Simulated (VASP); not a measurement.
Wanted: the native input for a VASP 6.6.1 run.

* Task: single point
* Functional: PBE
* Potentials or basis: VASP PAW PBE potentials, release 64 (Co, O)
* Cutoff: 520 eV
* k mesh: 12 × 12 × 6
* Occupations: gaussian, width 0.05 eV
* Spin: collinear spin, antiferromagnetic start
* Starting moments: [2.24, -2.24, 0.0, 0.0] μB
* Dipole correction: no
* Further INCAR settings: ALGO = Normal; EDIFF = 1e-06; NBANDS = 27

The structure of CoO lies in POSCAR:

```
CoO
1.0
    0.0000000000      2.2656800383      2.2656800383
    4.4604391076      2.2656800383      2.2656800383
    4.4604391076      4.5313600767     -0.0000000001
Co O
2 2
Direct
    0.0000000000      0.0000000000      0.0000000000
    0.0000000000      0.0000000000      0.5000000000
    0.2500006561      0.2499993439      0.0000000000
    0.2499993439      0.2500006561      0.5000000000
```

One way to write it, as run:

INCAR

```
SYSTEM = CoO
PREC = Accurate
ENCUT = 520
EDIFF = 1E-6
ISMEAR = 0
SIGMA = 0.05
LREAL = .FALSE.
LASPH = .TRUE.
NELM = 150
ALGO = Normal
ISIF = 2
LWAVE = .FALSE.
LCHARG = .TRUE.
ISPIN = 2
MAGMOM = 2.24 -2.24 0 0
LORBIT = 11
LMAXMIX = 4
GGA = PE
LELF = .TRUE.
LVHAR = .TRUE.
NBANDS = 27
```

KPOINTS

```
regular mesh
0
G
  12 12 6
  0 0 0
```

Potentials or basis: VASP PAW PBE potentials, release 64 (Co, O).

Command:

```bash
$ cat potpaw_PBE.64/Co/POTCAR potpaw_PBE.64/O/POTCAR > POTCAR
$ mpirun -np 1 vasp_std > vasp.out
```

Results of the run:

| Item | Value |
| --- | --- |
| Pressure | -1.4 GPa |
| Band gap on the k mesh | zero (filled and empty bands overlap) |
| Net moment | 0.00 μB per cell |
| Site moments | Co +2.20, -2.20; O +0.00 μB |
| Valence electrons inside the program's atomic spheres | Co 8.01; O 4.99 |

Caveat: semilocal functionals often make such compounds metallic where correlation or magnetic order opens a gap, which also shifts bond lengths.

It took 3.1 min on 1 thread of Intel(R) Xeon(R) 6975P-C (Granite Rapids), on a shared host, peak memory 0.36 GiB.
